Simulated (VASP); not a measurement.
A run of VASP 6.6.1 is set up as follows.

The input INCAR:

```
PREC = Accurate
ENCUT = 520
EDIFF = 1E-6
ISMEAR = -1
SIGMA = 0.1
LREAL = F
LASPH = T
NELM = 80
ALGO = Normal
ISIF = 2
LWAVE = F
LCHARG = F
GGA = RP
NBANDS = 7
```

The input KPOINTS:

```
regular mesh
0
Gamma
  12 12 12
```

File POSCAR:

```
Mg
1.0
    3.1337268100      0.0000000000      0.0000000000
    0.0000000000      3.1337268100      0.0000000000
    0.0000000000      0.0000000000      3.1337268100
Mg
1
Direct
    0.0000000000      0.0000000000      0.0000000000
```

Potentials or basis: VASP PAW PBE potentials, release 64 (Mg).

Command:

```bash
$ cat potpaw_PBE.64/Mg/POTCAR > POTCAR
$ mpirun -np 1 vasp_std > vasp.out
```

Question: What does it give for the pressure?

Answer: -1.5 GPa.

Question: Predict the band gap on the k mesh.

Answer: Zero (band 1 reaches 5.44 eV, above the bottom of band 2 at -0.41 eV).

Caveat: the PAW data sets were made with another functional, which shifts forces and pressure a little.
